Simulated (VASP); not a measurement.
Be3TeSe2: relaxation of cell and atoms with PBE

Be3TeSe2:

```xyz
6
Lattice="4.5759 0.0000 0.0000 -2.2879 3.9628 0.0000 0.0000 0.0000 7.0326" Properties=species:S:1:pos:R:3 pbc="T T T"
Be    2.2879    0.0000    2.3187
Be   -1.1440    1.9814    2.3187
Be    1.1440    1.9814    2.3187
Te    0.0000    0.0000    0.8671
Se    0.0000    2.6419    1.0434
Se    2.2879    1.3209    1.0434
```

The cell was generated, and may not be a known phase.

```yaml
Program: VASP 6.6.1
Task: relaxation of cell and atoms
Functional: PBE
Potentials_or_basis: VASP PAW PBE potentials, release 64 (Be, Te, Se)
Cutoff: 600 eV
k_mesh: 3 × 3 × 2
Occupations: gaussian, width 0.15 eV
Spin: no spin polarisation
Dipole_correction: no
Further_INCAR_settings: ALGO = Normal; EDIFF = 1e-07; IBRION = 2; EDIFFG = -0.08; NSW = 36; ISIF = 3
```

| Item | Value |
| --- | --- |
| Relaxed volume | 27.21 Å³/atom |
| Relaxed cell | a = 5.747 Å, b = 5.747 Å, c = 5.708 Å, α = 90.00°, β = 90.00°, γ = 120.00° |
| Space group after relaxing (to 0.1 Å) | P6mm (No. 183) |
| Energy gained by relaxing | 2365.3 meV/atom |
| Ionic steps | 32 |
| Pressure after relaxing | -0.1 GPa |
| Largest force after relaxing | 0.038 eV/Å |
| Band gap on the k mesh | 0.49 eV |

Forces on the atoms (eV/Å):
```
Be   0.000  0.000 -0.037
Be   0.000  0.000 -0.037
Be   0.000  0.000 -0.037
Te   0.000  0.000  0.038
Se   0.000  0.000  0.036
Se   0.000  0.000  0.036
```

The path:
| step | energy change (eV) | largest force (eV/Å) | pressure (GPa) | volume (Å³) |
| --- | --- | --- | --- | --- |
| 1 | 0.0000 | 10.8143 | 50.50 | 127.53 |
| 2 | -3.4384 | 1.5729 | -6.79 | 294.05 |
| 3 | -9.1024 | 1.2507 | -1.33 | 188.03 |
| 4 | -9.1615 | 1.2591 | -0.47 | 184.53 |
| 5 | -9.1996 | 1.2884 | 0.98 | 179.37 |
| 6 | -9.7446 | 1.4580 | -0.51 | 185.08 |
| 7 | -10.0444 | 1.3696 | -0.92 | 190.22 |
| 8 | -10.8037 | 1.9488 | -0.49 | 198.79 |
| 9 | -12.7013 | 1.1798 | -1.53 | 207.84 |
| 10 | -12.7303 | 1.0116 | -1.86 | 208.08 |
| 11 | -12.7838 | 1.0017 | 2.93 | 188.45 |
| 12 | -12.8878 | 0.8296 | 0.49 | 197.14 |
| 13 | -12.9972 | 0.7320 | 0.08 | 199.12 |
| 14 | -13.2202 | 0.3856 | -1.12 | 205.14 |
| 15 | -13.1445 | 0.3033 | -3.13 | 217.49 |
| 16 | -13.2745 | 0.1932 | -2.00 | 209.96 |
| 17 | -13.3085 | 0.2422 | -1.86 | 209.09 |
| 18 | -13.3965 | 0.3965 | -1.44 | 206.46 |
| 19 | -13.5096 | 0.7470 | -0.57 | 201.14 |
| 20 | -13.4563 | 1.6466 | 1.26 | 190.31 |
| 21 | -13.5358 | 1.0236 | 0.02 | 197.49 |
| 22 | -13.6318 | 0.9238 | -0.25 | 196.21 |
| 23 | -13.8697 | 0.3958 | -1.43 | 192.17 |
| 24 | -13.6594 | 1.7176 | -4.78 | 183.32 |
| 25 | -13.9239 | 0.4722 | -2.36 | 190.02 |
| 26 | -14.0590 | 0.4842 | -1.80 | 180.31 |
| 27 | -14.1200 | 0.5120 | -1.25 | 171.48 |
| 28 | -14.1243 | 0.5253 | -1.07 | 168.73 |
| 29 | -14.1483 | 0.4305 | -0.15 | 166.83 |
| 30 | -14.1494 | 0.4067 | 0.10 | 166.33 |
| 31 | -14.1702 | 0.2886 | 0.05 | 165.57 |
| 32 | -14.1921 | 0.0382 | -0.08 | 163.28 |

Final structure:
```xyz
6
Lattice="5.7474 0.0000 0.0000 -2.8737 4.9774 0.0000 0.0000 0.0000 5.7077" Properties=species:S:1:pos:R:3 pbc="T T T"
Be    2.8737    0.0000    1.5639
Be   -1.4368    2.4887    1.5639
Be    1.4368    2.4887    1.5639
Te    0.0000    0.0000    2.7591
Se    0.0000    3.3182    0.2961
Se    2.8737    1.6591    0.2961
```

Levels at points of the mesh, in eV from the valence-band top:
```
           k point  band 10  band 11  band 12  band 13  band 14  band 15
(0.00, 0.00, 0.00)    -0.18    -0.18     0.00     0.49     2.30     2.30
(0.00, 0.00, 0.50)    -0.60    -0.48    -0.48     1.56     1.96     1.96
```

Run time: 6.6 min on 1 thread of Intel(R) Xeon(R) 6975P-C (Granite Rapids), with other jobs on the host, peak memory 0.3 GiB.

Caveat: the k points lie up to 0.55 Å⁻¹ apart in the final cell; the volume moved by over 15 % at a fixed basis, so the end points are rough; semilocal functionals underestimate gaps, and a narrow one can read as zero; spin-orbit coupling is left out, which moves the levels of the heavy elements; this functional lacks dispersion, which binds layers or chains, so the pressure and a relaxed spacing across them are unreliable; the relaxation stopped at a loose force limit of 0.08 eV/Å, so its end isn't a converged minimum.
